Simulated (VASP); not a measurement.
Here is a VASP 6.6.1 calculation.

Contents of POSCAR:

```
Ag
1.0
    0.0000000000      1.9613760000      2.0431000000
    1.9613760000      0.0000000000      2.0431000000
    1.9613760000      1.9613760000      0.0000000000
Ag
1
Direct
    0.0000000000      0.0000000000      0.0000000000
```

File INCAR.step1:

```
SYSTEM = Ag
ALGO = Normal
EDIFF = 1E-4
ENCUT = 520
GGA = PE
ISMEAR = 0
LASPH = .True.
LCHARG = .False.
LREAL = .False.
LWAVE = .True.
NBANDS = 12
NELM = 80
PREC = Accurate
SIGMA = 0.15
```

INCAR.step2

```
SYSTEM = Ag
ALGO = Normal
EDIFF = 1E-7
ENCUT = 520
ISIF = 2
ISMEAR = 0
ISTART = 1
LASPH = .True.
LCHARG = .False.
LMIXTAU = .True.
LREAL = .False.
LWAVE = .False.
METAGGA = R2SCAN
NBANDS = 12
NELM = 80
PREC = Accurate
SIGMA = 0.15
```

Contents of KPOINTS:

```
k-points
0
Gamma
  20 20 20
  0 0 0
```

Potentials or basis: VASP PAW PBE potentials, release 64 (Ag).

The run is started by

```bash
$ cat potpaw_PBE.64/Ag/POTCAR > POTCAR
$ cp INCAR.step1 INCAR
$ mpirun -np 1 vasp_std > vasp.out
$ cp INCAR.step2 INCAR
$ mpirun -np 1 vasp_std > vasp.out
```

(1) Predict the band gap on the k mesh.

(2) Estimate the pressure.

Answers

(1) zero (an odd number of electrons rules out a gap without spin polarisation).

(2) 13.3 GPa.

Caveat: the cell differs from its parent crystal (strain -0.040 along x and y, +0.000 along z); the cell stands under pressure; the PAW data sets were made with another functional, which shifts forces and pressure a little.
